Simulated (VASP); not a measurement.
# MgO (Cmcm) in VASP: a series of runs

Runs on MgO. Level: PBEsol. Tasks: single point.

All numbers are computed with VASP 6.6.1; they aren't measurements. Logs are shortened: lines on timing, memory, paths and dates and some standing lists are left out, and cuts for length are marked.

## Step 1: The cell of the first run

Symmetry: Cmcm, No. 63, orthorhombic system. The conventional cell has a = 3.413 Å, b = 5.912 Å, c = 4.391 Å, α = 90.00°, β = 90.00°, γ = 90.00°. Mg (site symmetry m2m) has 5 O at 1.95 to 2.20 Å within 2.6 Å. O (site symmetry m2m) has 5 Mg at 1.95 to 2.20 Å within 2.6 Å.

## Step 2: Single point, PBEsol (mode 5 frozen in at -0.098 Å, strain +e along z and -e/2 along x and y +0.0467)

INCAR

```
SYSTEM = MgO
PREC = Accurate
ENCUT = 520
EDIFF = 1E-7
ISMEAR = 0
SIGMA = 0.05
LREAL = .False.
LASPH = .True.
NELM = 100
ALGO = Normal
ISIF = 2
LWAVE = .False.
LCHARG = .False.
GGA = PS
NBANDS = 16
```

KPOINTS

```
regular mesh
0
Gamma
  9 9 6
  0 0 0
```

POSCAR

```
MgO
1.0
    3.4131635912      0.0000000000      0.0000000000
   -1.7065817956      2.9558863772      0.0000000000
    0.0000000000      0.0000000000      4.3906063377
Mg O
2 2
Direct
    0.6505427316      0.3010854632      0.7500000000
    0.3494572684      0.6989145368      0.2500000000
    0.6785385383      0.3570770766      0.2500000000
    0.3214614617      0.6429229234      0.7500000000
```

Potentials or basis: VASP PAW PBE potentials, release 64 (Mg, O).

Launch:

```bash
> cat potpaw_PBE.64/Mg/POTCAR potpaw_PBE.64/O/POTCAR > POTCAR
> mpirun -np 1 vasp_std > vasp.out
```

OUTCAR:

```text
SYSTEM = MgO
   PREC = Accurate
   ENCUT = 520
   EDIFF = 1E-7
   ISMEAR = 0
   LREAL = .False.
   LASPH = .True.
   NELM = 100
   ISIF = 2
   GGA = PS

 ion  position               nearest neighbor table
   1  0.651  0.301  0.750-   4 1.95   4 1.98   4 1.98   3 2.20   3 2.20   2 2.83   2 2.83   2 3.02
                             2 3.02   2 3.02   2 3.02
   2  0.349  0.699  0.250-   3 1.95   3 1.98   3 1.98   4 2.20   4 2.20   1 2.83   1 2.83   1 3.02
                             1 3.02   1 3.02   1 3.02
   3  0.679  0.357  0.250-   2 1.95   2 1.98   2 1.98   1 2.20   1 2.20
   4  0.321  0.643  0.750-   1 1.95   1 1.98   1 1.98   2 2.20   2 2.20

  LATTYP: Found a hexagonal cell.
 ALAT       =     3.4131635912
 C/A-ratio  =     1.2863744208

  Lattice vectors:

 A1 = (   3.4131635912,   0.0000000000,   0.0000000000)
 A2 = (  -1.7065817956,   2.9558863772,   0.0000000000)
 A3 = (   0.0000000000,   0.0000000000,   4.3906063377)

Analysis of symmetry for initial positions (statically):
=====================================================================
 Subroutine PRICEL returns:
 Original cell was already a primitive cell.

 Routine SETGRP: Setting up the symmetry group for a
 hexagonal supercell.

 Subroutine GETGRP returns: Found  8 space group operations
 (whereof  4 operations were pure point group operations)
 out of a pool of 24 trial point group operations.

The static configuration has the point symmetry C_2h.
 The point group associated with its full space group is D_2h.

Analysis of symmetry for dynamics (positions and initial velocities):
=====================================================================
 Subroutine PRICEL returns:
 Original cell was already a primitive cell.

 Routine SETGRP: Setting up the symmetry group for a
 hexagonal supercell.

 Subroutine GETGRP returns: Found  8 space group operations
 (whereof  4 operations were pure point group operations)
 out of a pool of 24 trial point group operations.

The dynamic configuration has the point symmetry C_2h.
 The point group associated with its full space group is D_2h.

 Subroutine INISYM returns: Found  8 space group operations
 (whereof  4 operations are pure point group operations),
 and found     1 'primitive' translations

----------------------------------------------------------------------------------------

                                     Primitive cell

  volume of cell :      44.2965

  direct lattice vectors                    reciprocal lattice vectors
     3.413163591  0.000000000  0.000000000     0.292983320  0.169153999  0.000000000
    -1.706581796  2.955886377  0.000000000     0.000000000  0.338307997  0.000000000
     0.000000000  0.000000000  4.390606338     0.000000000  0.000000000  0.227758975

  length of vectors
     3.413163591  3.413163591  4.390606338     0.338307997  0.338307997  0.227758975

  position of ions in fractional coordinates (direct lattice)
     0.650542732  0.301085463  0.750000000
     0.349457268  0.698914537  0.250000000
     0.678538538  0.357077077  0.250000000
     0.321461462  0.642922923  0.750000000

  ion indices of the primitive-cell ions
   primitive index   ion index
                 1           1
                 2           2
                 3           3
                 4           4

----------------------------------------------------------------------------------------

 KPOINTS: regular mesh

Automatic generation of k-mesh.
 Grid dimensions read from file:
 generate k-points for:    9    9    6

 Generating k-lattice:

  Cartesian coordinates                     Fractional coordinates (reciprocal lattice)
     0.032553702  0.018794889  0.000000000     0.111111111  0.000000000  0.000000000
     0.000000000  0.037589777  0.000000000     0.000000000  0.111111111  0.000000000
     0.000000000  0.000000000  0.037959829     0.000000000  0.000000000  0.166666667

  Length of vectors
     0.037589777  0.037589777  0.037959829

  Shift w.r.t. Gamma in fractional coordinates (k-lattice)
     0.000000000  0.000000000  0.000000000

 Subroutine IBZKPT returns following result:
 ===========================================

 Found    100 irreducible k-points:

 Following reciprocal coordinates:
            Coordinates               Weight
  0.000000  0.000000  0.000000      1.000000
  0.111111  0.000000  0.000000      4.000000
  0.000000  0.111111  0.000000      2.000000
  0.222222 -0.000000  0.000000      4.000000
  0.000000  0.222222  0.000000      2.000000
  0.333333  0.000000  0.000000      4.000000
[... 16 lines left out ...]
 -0.222222 -0.444444  0.000000      4.000000
  0.444444  0.333333  0.000000      4.000000
 [... further k-points ...]
   k-points           NKPTS =    100   k-points in BZ     NKDIM =    100   number of bands    NBANDS=     16
   number of dos      NEDOS =    301   number of ions     NIONS =      4
   total plane-waves  NPLWV =  28224
   dimension x,y,z NGX =    28 NGY =   28 NGZ =   36
   dimension x,y,z NGXF=    56 NGYF=   56 NGZF=   72
   ions per type =               2   2
   NGX,Y,Z   is equivalent  to a cutoff of  13.64, 13.64, 13.63 a.u.
   NGXF,Y,Z  is equivalent  to a cutoff of  27.28, 27.28, 27.26 a.u.
 SYSTEM =  MgO
   PREC   = accura    normal or accurate (medium, high low for compatibility)
   ISTART =      0    job   : 0-new  1-cont  2-samecut
   ICHARG =      2    charge: 1-file 2-atom 10-const
   ISPIN  =      1    spin polarized calculation?
   LNONCOLLINEAR =      F non collinear calculations
   LSORBIT =      F    spin-orbit coupling
   LASPH  =      T    aspherical Exc in radial PAW
   ENCUT  =  520.0 eV  38.22 Ry    6.18 a.u.   6.35  6.35  8.16*2*pi/ulx,y,z
   NELM   =    100;   NELMIN=  2; NELMDL= -5     # of ELM steps
   EDIFF  = 0.1E-06   stopping-criterion for ELM
   LREAL  =      F    real-space projection
   EDIFFG = 0.1E-05   stopping-criterion for IOM
   NSW    =      0    number of steps for IOM
   IBRION =     -1    ionic relax: 0-MD 1-quasi-New 2-CG
   NFREE  =      0    steps in history (QN), initial steepest desc. (CG)
   ISIF   =      2    stress and relaxation
   ISYM   =      2    0-nonsym 1-usesym 2-fastsym
   POTIM  = 0.5000    time-step for ionic-motion
   TEBEG  =    0.0;   TEEND  =   0.0 temperature during run
   PSTRESS=    0.0 pullay stress
   NELECT =      16.0000    total number of electrons
   NUPDOWN=      -1.0000    fix difference up-down
   EMIN   =  10.00;   EMAX   =-10.00  energy-range for DOS
   EFERMI =   0.00;   METHOD = LEGACY
   ISMEAR =     0;   SIGMA  =   0.05  broadening in eV -4-tet -1-fermi 0-gaus
   EFERMI_NEDOS =   21; number of points for ismear=-14 and -15
   IALGO  =     38    algorithm
   IMIX   =      4    mixing-type and parameters
     AMIX     =   0.40;   BMIX     =  1.00
     AMIX_MAG =   1.60;   BMIX_MAG =  1.00
  volume/ion in A,a.u.               =      11.07        74.73
  Fermi-wavevector in a.u.,A,eV,Ry     =   1.165892  2.203217 18.494461  1.359305
  Thomas-Fermi vector in A             =   2.302412
   LORBIT       =      0    0 simple, 1 ext, 2 COOP (PROOUT), +10 PAW based schemes
   GGA     = PS    functional components
   LHFCALC =     F    Hartree Fock is set to
   AEXX    =    0.0000 exact exchange contribution
   IVDW    =     0    specifies the selected vdW correction
   LEPSILON=     F    determine dielectric tensor
   LRPA    =     F    only Hartree local field effects (RPA)
 non-spin polarized calculation
 Gauss-broadening in eV      SIGMA  =   0.05
  energy-cutoff  :      520.00
  volume of cell :       44.30
 maximum number of plane-waves:      1209
 NGX is ok and might be reduce to    28
   NGX = 13   NGY = 13   NGZ = 17

 number of electron      15.9999992 magnetization

 Free energy of the ion-electron system (eV)
  ---------------------------------------------------
  ext. energy  EPLUGINS =         0.00000000
  ---------------------------------------------------
  free energy    TOTEN  =       -24.59833531 eV

  energy without entropy =      -24.59833531  energy(sigma->0) =      -24.59833531

 E-fermi :   2.1866     XC(G=0): -10.2966

 val. band max:        1.9617517515   @ k =   0.0000   0.0000   0.0000
 cond. band min:       5.1054065507   @ k =   0.0000   0.0000   0.0000
 fundamental gap:      3.1436547992
 Fermi energy:         2.1865542917

 k-point     1 :       0.0000    0.0000    0.0000
  band No.  band energies     occupation
      1     -14.9654      2.00000
      2     -13.6751      2.00000
      3      -1.9269      2.00000
      4       0.1849      2.00000
      5       0.2769      2.00000
      6       0.8257      2.00000
[... 8 lines left out ...]
     15      17.4448      0.00000
     16      17.6906      0.00000

 k-point     2 :       0.1111    0.0000    0.0000
  band No.  band energies     occupation
      1     -14.9000      2.00000
      2     -13.6767      2.00000
      3      -1.8183      2.00000
      4      -0.0157      2.00000
      5       0.1625      2.00000
      6       0.6576      2.00000
[... 8 lines left out ...]
     15      16.8110      0.00000
     16      17.2413      0.00000

 k-point     3 :       0.0000    0.1111    0.0000
  band No.  band energies     occupation
      1     -14.9027      2.00000
      2     -13.6716      2.00000
      3      -1.8245      2.00000
      4      -0.0014      2.00000
      5       0.1084      2.00000
      6       0.5545      2.00000
[... 8 lines left out ...]
     15      17.0256      0.00000
     16      17.0674      0.00000

 k-point     4 :       0.2222   -0.0000    0.0000
  band No.  band energies     occupation
      1     -14.7198      2.00000
      2     -13.6926      2.00000
      3      -1.5054      2.00000
      4      -0.6141      2.00000
      5      -0.0491      2.00000
      6       0.1740      2.00000
[... 8 lines left out ...]
     15      15.9982      0.00000
     16      16.4419      0.00000

 k-point     5 :       0.0000    0.2222    0.0000
  band No.  band energies     occupation
      1     -14.7323      2.00000
      2     -13.6711      2.00000
      3      -1.5338      2.00000
      4      -0.7547      2.00000
      5      -0.0606      2.00000
      6       0.1940      2.00000
[... 8 lines left out ...]
     15      15.9788      0.00000
     16      16.5773      0.00000

 k-point     6 :       0.3333    0.0000    0.0000
  band No.  band energies     occupation
      1     -14.4734      2.00000
      2     -13.7486      2.00000
      3      -1.2758      2.00000
      4      -1.0333      2.00000
      5      -0.2498      2.00000
      6      -0.1712      2.00000
[... 8 lines left out ...]
     15      16.0044      0.00000
     16      16.4604      0.00000
[... 267 lines left out ...]
 k-point    21 :      -0.4444    0.2222    0.0000
  band No.  band energies     occupation
      1     -14.3364      2.00000
      2     -13.8028      2.00000
      3      -1.3431      2.00000
      4      -0.7488      2.00000
      5      -0.6488      2.00000
      6       0.0102      2.00000
[... 8 lines left out ...]
     15      15.7563      0.00000
     16      17.1444      0.00000

 k-point    22 :       0.3333    0.2222    0.0000
  band No.  band energies     occupation
      1     -14.1638      2.00000
      2     -13.8684      2.00000
      3      -1.6972      2.00000
      4      -0.6002      2.00000
      5      -0.3467      2.00000
      6      -0.2108      2.00000
[... 8 lines left out ...]
     15      15.9766      0.00000
     16      17.1910      0.00000

 k-point    23 :      -0.2222   -0.4444    0.0000
  band No.  band energies     occupation
      1     -14.2068      2.00000
      2     -13.8171      2.00000
      3      -1.7964      2.00000
      4      -0.5683      2.00000
      5      -0.4533      2.00000
      6      -0.1744      2.00000
[... 8 lines left out ...]
     15      16.2125      0.00000
     16      16.8372      0.00000

 k-point    24 :       0.4444    0.3333    0.0000
  band No.  band energies     occupation
      1     -14.1257      2.00000
      2     -13.9117      2.00000
      3      -1.6491      2.00000
      4      -0.5361      2.00000
      5      -0.3004      2.00000
      6      -0.2550      2.00000
[... 8 lines left out ...]
     15      15.7911      0.00000
     16      17.2802      0.00000

 [... further k-points ...]
[... 5 lines left out ...]
  --------------------------------------------------------------------------------------
  -------------------------------------------------------------------------------------
  Total        0.8396172      1.4348154     -1.5975334      0.0000000     -0.0000000      0.0000000
  in kB       30.3684458     51.8964041    -57.7818146      0.0000000     -0.0000000      0.0000000
  external PRESSURE =       8.1610118 kB  Pullay stress =       0.0000000 kB

 VOLUME and BASIS-vectors are now :
 -----------------------------------------------------------------------------
  energy-cutoff  :      520.00
  volume of cell :       44.30
      direct lattice vectors                 reciprocal lattice vectors
     3.413163591  0.000000000  0.000000000     0.292983320  0.169153999  0.000000000
    -1.706581796  2.955886377  0.000000000     0.000000000  0.338307997  0.000000000
     0.000000000  0.000000000  4.390606338     0.000000000  0.000000000  0.227758975

 POSITION                                       TOTAL-FORCE (eV/Angst)
 -----------------------------------------------------------------------------------
      1.70658      0.88997      3.29295         0.000000      0.793530     -0.000000
      0.00000      2.06591      1.09765        -0.000000     -0.793530     -0.000000
      1.70658      1.05548      1.09765        -0.000000     -0.193350     -0.000000
     -0.00000      1.90041      3.29295         0.000000      0.193350      0.000000
 -----------------------------------------------------------------------------------
    total drift:                               -0.000000      0.000000     -0.000000

  FREE ENERGIE OF THE ION-ELECTRON SYSTEM (eV)
  ---------------------------------------------------
  free  energy   TOTEN  =       -24.5983353106 eV

  energy  without entropy=      -24.5983353106  energy(sigma->0) =      -24.59833531
```

It took 57 s on 1 thread of Intel Xeon Platinum 8375C at 2.90GHz (Ice Lake), shared host; peak memory 0.21 GiB.

Results:

```yaml
Free_energy: -24.5983 eV
Pressure: 0.8 GPa
Largest_force: 0.794 eV/Å
Band_gap_on_the_k_mesh: 3.14 eV, direct
```

Forces on the atoms (eV/Å):
```
Mg   0.000  0.794  0.000
Mg   0.000 -0.794  0.000
O    0.000 -0.193  0.000
O    0.000  0.193  0.000
```

Caveat: the cell differs from its parent crystal (mode 5 frozen in at -0.098 Å, strain +e along z and -e/2 along x and y +0.0467); the PAW data sets were made with another functional, which shifts forces and pressure a little.

## Step 3: Single point, PBEsol (mode 5 frozen in at +0.098 Å, strain +e along z and -e/2 along x and y -0.0233)

INCAR, as its differences from that of step 2:

```diff
@@ -3,3 +3,3 @@
 ENCUT = 520
-EDIFF = 1E-7
+EDIFF = 1E-6
 ISMEAR = 0
@@ -8,3 +8,3 @@
 LASPH = .True.
-NELM = 100
+NELM = 60
 ALGO = Normal
```

KPOINTS

```
Automatic mesh
0
Gamma
  9 9 6
  0 0 0
```

POSCAR

```
MgO
1.0
    3.5354804147      0.0000000000      0.0000000000
   -1.7677402074      3.0618158537      0.0000000000
    0.0000000000      0.0000000000      4.0969764116
Mg O
2 2
Direct
    0.6827906017      0.3655812035      0.7500000000
    0.3172093983      0.6344187965      0.2500000000
    0.6547947950      0.3095895900      0.2500000000
    0.3452052050      0.6904104100      0.7500000000
```

Potentials or basis: VASP PAW PBE potentials, release 64 (Mg, O).

Launch:

```bash
> cat potpaw_PBE.64/Mg/POTCAR potpaw_PBE.64/O/POTCAR > POTCAR
> mpirun -np 1 vasp_std > vasp.out
```

Wall time 31 s (1 thread of Intel Xeon Platinum 8488C (Sapphire Rapids), shared host); peak memory 0.2 GiB.

It converged, with:

```
Free energy            : -24.6412 eV
Pressure               : 0.2 GPa
Largest force          : 0.640 eV/Å
Band gap on the k mesh : 3.25 eV, direct
```

Forces on the atoms (eV/Å):
```
Mg   0.000 -0.640  0.000
Mg   0.000  0.640  0.000
O    0.000  0.435  0.000
O    0.000 -0.435  0.000
```

Stress tensor (GPa, compression positive):
```
-1.20  0.00  0.00
 0.00 -3.20  0.00
 0.00  0.00  5.01
```

Levels at points of the mesh, in eV from the valence-band top:
| k point | band 4 | band 5 | band 6 | band 7 | band 8 | band 9 | band 10 | band 11 | band 12 | band 13 |
| --- | --- | --- | --- | --- | --- | --- | --- | --- | --- | --- |
| (0.00, 0.00, 0.00) | -1.83 | -1.70 | -0.92 | -0.58 | 0.00 | 3.25 | 9.39 | 11.81 | 12.16 | 12.63 |
| (0.00, 0.00, 0.50) | -2.43 | -1.31 | -1.31 | -1.23 | -1.23 | 6.32 | 6.32 | 12.41 | 12.41 | 12.55 |

Caveat: the cell differs from its parent crystal (mode 5 frozen in at +0.098 Å, strain +e along z and -e/2 along x and y -0.0233); the PAW data sets were made with another functional, which shifts forces and pressure a little.

(Part 1 of 2 ends here.)
